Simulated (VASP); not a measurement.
# Ho2O (P4_2/nmc) in VASP: single point with PBE

Aim: the single point of Ho2O with PBE.

Program: VASP 6.6.1. These are calculated values, not measurements. Logs are shortened: lines on timing, memory, paths and dates and some standing lists are left out, and cuts for length are marked.

## Step 1: The cell of the first run

The structure is tetragonal, space group P4_2/nmc (No. 137). The conventional cell has a = 3.710 Å, b = 3.710 Å, c = 10.446 Å, α = 90.00°, β = 90.00°, γ = 90.00°. Within 2.9 Å of Ho (site symmetry 2mm) lie 2 O at 2.21 Å. Within 2.9 Å of O (site symmetry -4m2) lie 4 Ho at 2.21 Å.

## Step 2: Single point, PBE

Contents of POSCAR:

```
Ho2O
1.0
    3.7097642859      0.0000000000      0.0000000000
    0.0000000000      3.7097642859      0.0000000000
    0.0000000000      0.0000000000     10.4457094242
Ho O
4 2
Direct
    0.5000000000      0.0000000000      0.1142347172
    0.5000000000      0.0000000000      0.6142347172
    0.0000000000      0.5000000000      0.3857652828
    0.0000000000      0.5000000000      0.8857652828
    0.0000000000      0.0000000000      0.5000000000
    0.5000000000      0.5000000000      0.0000000000
```

Contents of INCAR.step1:

```
SYSTEM = Ho2O
PREC = Accurate
ENCUT = 520
EDIFF = 1E-6
ISMEAR = 0
SIGMA = 0.1
LREAL = .FALSE.
LASPH = .TRUE.
NELM = 200
ALGO = Normal
ISIF = 2
LWAVE = .FALSE.
LCHARG = .TRUE.
LMAXMIX = 6
GGA = PE
NBANDS = 33
GGA_COMPAT = .FALSE.
NEDOS = 2001
LORBIT = 11
```

Contents of KPOINTS.step1:

```
regular mesh
0
G
  8 8 4
  0 0 0
```

Contents of INCAR.step2:

```
SYSTEM = Ho2O
PREC = Accurate
ENCUT = 520
EDIFF = 1E-6
ISMEAR = -5
SIGMA = 0.1
LREAL = .FALSE.
LASPH = .TRUE.
NELM = 200
ALGO = Normal
ISIF = 2
LWAVE = .FALSE.
LCHARG = .FALSE.
LMAXMIX = 6
GGA = PE
LORBIT = 10
NEDOS = 1001
ICHARG = 11
GGA_COMPAT = .FALSE.
```

Contents of KPOINTS.step2:

```
regular mesh
0
G
  12 12 6
  0 0 0
```

Potentials or basis: VASP PAW PBE potentials, release 64 (Ho_3, O), 4f in core.

Started as:

```console
$ cat potpaw_PBE.64/Ho_3/POTCAR potpaw_PBE.64/O/POTCAR > POTCAR
$ cp INCAR.step1 INCAR
$ cp KPOINTS.step1 KPOINTS
$ mpirun -np 1 vasp_std > vasp.out
$ cp INCAR.step2 INCAR
$ cp KPOINTS.step2 KPOINTS
$ mpirun -np 1 vasp_std > vasp.out
```

OUTCAR:

```text
SYSTEM = Ho2O
   PREC = Accurate
   ENCUT = 520
   EDIFF = 1E-6
   ISMEAR = -5
   LREAL = .FALSE.
   LASPH = .TRUE.
   NELM = 200
   ISIF = 2
   GGA = PE
   LORBIT = 10
   ICHARG = 11

 ion  position               nearest neighbor table
   1  0.500  0.000  0.114-   6 2.21   6 2.21   4 3.55   4 3.55   4 3.55   4 3.55
   2  0.500  0.000  0.614-   5 2.21   5 2.21   3 3.55   3 3.55   3 3.55   3 3.55
   3  0.000  0.500  0.386-   5 2.21   5 2.21   2 3.55   2 3.55   2 3.55   2 3.55
   4  0.000  0.500  0.886-   6 2.21   6 2.21   1 3.55   1 3.55   1 3.55   1 3.55
   5  0.000  0.000  0.500-   2 2.21   3 2.21   3 2.21   2 2.21
   6  0.500  0.500  0.000-   1 2.21   4 2.21   1 2.21   4 2.21

  LATTYP: Found a simple tetragonal cell.
 ALAT       =     3.7097642859
 C/A-ratio  =     2.8157339980

  Lattice vectors:

 A1 = (   3.7097642859,   0.0000000000,   0.0000000000)
 A2 = (   0.0000000000,   3.7097642859,   0.0000000000)
 A3 = (   0.0000000000,   0.0000000000,  10.4457094242)

Analysis of symmetry for initial positions (statically):
=====================================================================
 Subroutine PRICEL returns:
 Original cell was already a primitive cell.

 Routine SETGRP: Setting up the symmetry group for a
 simple tetragonal supercell.

 Subroutine GETGRP returns: Found 16 space group operations
 (whereof  8 operations were pure point group operations)
 out of a pool of 16 trial point group operations.

The static configuration has the point symmetry D_2d.
 The point group associated with its full space group is D_4h.

Analysis of symmetry for dynamics (positions and initial velocities):
=====================================================================
 Subroutine PRICEL returns:
 Original cell was already a primitive cell.

 Routine SETGRP: Setting up the symmetry group for a
 simple tetragonal supercell.

 Subroutine GETGRP returns: Found 16 space group operations
 (whereof  8 operations were pure point group operations)
 out of a pool of 16 trial point group operations.

The dynamic configuration has the point symmetry D_2d.
 The point group associated with its full space group is D_4h.

 Subroutine INISYM returns: Found 16 space group operations
 (whereof  8 operations are pure point group operations),
 and found     1 'primitive' translations

----------------------------------------------------------------------------------------

                                     Primitive cell

[... 114 lines left out ...]
   EFERMI =   0.00;   METHOD = LEGACY
   ISMEAR =    -5;   SIGMA  =   0.10  broadening in eV -4-tet -1-fermi 0-gaus
   EFERMI_NEDOS =   21; number of points for ismear=-14 and -15
   IALGO  =     38    algorithm
   IMIX   =      4    mixing-type and parameters
     AMIX     =   0.40;   BMIX     =  1.00
     AMIX_MAG =   1.60;   BMIX_MAG =  1.00
  volume/ion in A,a.u.               =      23.96       161.69
  Fermi-wavevector in a.u.,A,eV,Ry     =   1.135739  2.146235 17.550184  1.289902
  Thomas-Fermi vector in A             =   2.272443
   LORBIT       =     10    0 simple, 1 ext, 2 COOP (PROOUT), +10 PAW based schemes
   GGA     = PE    functional components
   LHFCALC =     F    Hartree Fock is set to
   AEXX    =    0.0000 exact exchange contribution
   IVDW    =     0    specifies the selected vdW correction
   LEPSILON=     F    determine dielectric tensor
   LRPA    =     F    only Hartree local field effects (RPA)
 non-spin polarized calculation
 Fermi weights with tetrahedron method with Bloechl corrections
  energy-cutoff  :      520.00
  volume of cell :      143.76
 maximum number of plane-waves:      3900
 NGX is ok and might be reduce to    28

 number of electron      47.9999988 magnetization

 Free energy of the ion-electron system (eV)
  ---------------------------------------------------
  ext. energy  EPLUGINS =         0.00000000
  ---------------------------------------------------
  free energy    TOTEN  =       -39.47973703 eV

  energy without entropy =      -39.47973703  energy(sigma->0) =      -39.47973703

 E-fermi :   3.2390     XC(G=0):  -9.7515

 val. band max:        3.3007259632   @ k =   0.3333   0.1667   0.5000
 cond. band min:       3.2127511599   @ k =   0.4167   0.4167   0.0000
 fundamental gap:     -0.0879748033
 Fermi energy:         3.2390478691

 k-point     1 :       0.0000    0.0000    0.0000
  band No.  band energies     occupation
      1     -21.5475      2.00000
      2     -21.4488      2.00000
      3     -21.0221      2.00000
      4     -21.0221      2.00000
      5     -20.9824      2.00000
      6     -20.9824      2.00000
[... 733 lines left out ...]
     27       3.8031      0.00000
     28       4.2438      0.00000

 [... further k-points ...]

------------------------ aborting loop because EDIFF is reached ----------------------------------------

  FORCE on cell =-STRESS in cart. coord.  units (eV):
  Direction    XX          YY          ZZ          XY          YZ          ZX
  --------------------------------------------------------------------------------------
  -------------------------------------------------------------------------------------
  Total        0.9199878      0.9199878      0.6539195      0.0000000     -0.0000000      0.0000000
  in kB       10.2532623     10.2532623      7.2879317      0.0000000     -0.0000000      0.0000000
  external PRESSURE =       9.2648188 kB  Pullay stress =       0.0000000 kB

 VOLUME and BASIS-vectors are now :
 -----------------------------------------------------------------------------
  energy-cutoff  :      520.00
  volume of cell :      143.76
      direct lattice vectors                 reciprocal lattice vectors
     3.709764286  0.000000000  0.000000000     0.269558905  0.000000000  0.000000000
     0.000000000  3.709764286  0.000000000     0.000000000  0.269558905  0.000000000
     0.000000000  0.000000000 10.445709424     0.000000000  0.000000000  0.095733086

 POSITION                                       TOTAL-FORCE (eV/Angst)
 -----------------------------------------------------------------------------------
      1.85488      0.00000      1.19326         0.000000      0.000000      0.138471
      1.85488      0.00000      6.41612         0.000000      0.000000      0.138471
      0.00000      1.85488      4.02959        -0.000000      0.000000     -0.138471
      0.00000      1.85488      9.25245        -0.000000     -0.000000     -0.138471
      0.00000      0.00000      5.22285        -0.000000      0.000000     -0.000000
      1.85488      1.85488      0.00000         0.000000     -0.000000     -0.000000
 -----------------------------------------------------------------------------------
    total drift:                                0.000000      0.000000     -0.000000

  FREE ENERGIE OF THE ION-ELECTRON SYSTEM (eV)
  ---------------------------------------------------
  free  energy   TOTEN  =       -39.4797370308 eV

  energy  without entropy=      -39.4797370308  energy(sigma->0) =      -39.47973703

 total charge

# of ion       s       p       d       tot
------------------------------------------
    1        0.413   6.622   1.179   8.214
    2        0.413   6.622   1.179   8.214
    3        0.413   6.622   1.179   8.214
    4        0.413   6.622   1.179   8.214
    5        1.568   3.505   0.000   5.073
    6        1.568   3.505   0.000   5.073
--------------------------------------------------
tot          4.788  33.496   4.717  43.002
```

OUTCAR.step1:

```text
SYSTEM = Ho2O
   PREC = Accurate
   ENCUT = 520
   EDIFF = 1E-6
   ISMEAR = 0
   LREAL = .FALSE.
   LASPH = .TRUE.
   NELM = 200
   ISIF = 2
   GGA = PE
   LORBIT = 11

[... 1108 lines left out ...]
  free  energy   TOTEN  =       -39.4991635795 eV

  energy  without entropy=      -39.4856117145  energy(sigma->0) =      -39.49238765

 total charge

# of ion       s       p       d       tot
------------------------------------------
    1        0.413   6.623   1.179   8.215
    2        0.413   6.623   1.179   8.215
    3        0.413   6.623   1.179   8.215
    4        0.413   6.623   1.179   8.215
    5        1.568   3.504   0.000   5.072
    6        1.568   3.504   0.000   5.072
--------------------------------------------------
tot          4.790  33.500   4.714  43.004
```

Wall time 5.5 min (1 thread of Intel Xeon 6975P-C (Granite Rapids), shared host); peak memory 0.49 GiB.

Results:

* Valence electrons inside the program's atomic spheres: Ho 8.21; O 5.07

Levels at points of the mesh, in eV from the Fermi level:
| k point | band 20 | band 21 | band 22 | band 23 | band 24 | band 25 | band 26 | band 27 | band 28 |
| --- | --- | --- | --- | --- | --- | --- | --- | --- | --- |
| (0.00, 0.00, 0.00) | -5.42 | -3.97 | -2.27 | -2.11 | -0.78 | 0.76 | 1.25 | 1.40 | 2.74 |
| (0.50, 0.00, 0.00) | -5.53 | -1.52 | -1.52 | -0.79 | -0.79 | 0.50 | 0.50 | 1.76 | 1.77 |
| (0.50, 0.50, 0.00) | -4.55 | -0.58 | -0.58 | 0.00 | 0.00 | 0.28 | 0.28 | 0.33 | 0.33 |
| (0.00, 0.00, 0.50) | -5.42 | -3.43 | -3.43 | -1.08 | -1.08 | 0.71 | 0.71 | 2.54 | 2.56 |
| (0.50, 0.00, 0.50) | -5.54 | -1.56 | -1.56 | -0.65 | -0.65 | 0.35 | 0.35 | 1.71 | 1.71 |
| (0.50, 0.50, 0.50) | -4.55 | -0.58 | -0.58 | 0.12 | 0.12 | 0.12 | 0.12 | 0.34 | 0.34 |

Caveat: spin-orbit coupling is left out, which moves the levels of the heavy elements; the 4f electrons are frozen in the core, so they carry no moment and show no levels; the run has no spin polarisation, though such a crystal can be magnetic; tetrahedron occupations give inexact forces and stress in metals. Spin polarisation is off, so any magnetic state and its effect on volume and gap are missing.
